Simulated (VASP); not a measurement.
Here is a VASP 6.6.1 calculation.

INCAR

```
SYSTEM = BN
PREC = Accurate
ENCUT = 520
EDIFF = 1E-6
ISMEAR = 0
SIGMA = 0.01
LREAL = .False.
LASPH = .True.
NELM = 60
ALGO = Normal
ISIF = 2
LWAVE = .False.
LCHARG = .True.
GGA = PE
LELF = .True.
LVHAR = .True.
NBANDS = 11
```

The input KPOINTS:

```
Automatic mesh
0
Gamma
  10 10 10
  0 0 0
```

File POSCAR:

```
BN
1.0
    0.0000000000      1.7940419849      1.7940419849
    1.7940419849      0.0000000000      1.7940419849
    1.7940419849      1.7940419849      0.0000000000
B N
1 1
Direct
    0.0000000000      0.0000000000      0.0000000000
    0.2500000000      0.2500000000      0.2500000000
```

Potentials or basis: VASP PAW PBE potentials, release 64 (B, N).

Run with:

```console
$ cat potpaw_PBE.64/B/POTCAR potpaw_PBE.64/N/POTCAR > POTCAR
$ mpirun -np 1 vasp_std > vasp.out
```

Question: What does it give for the pressure?

Answer: 12.3 GPa.

Question: Estimate the band gap on the k mesh.

Answer: 4.48 eV, indirect (least direct gap 8.93 eV).

 A k mesh can miss the band edges.
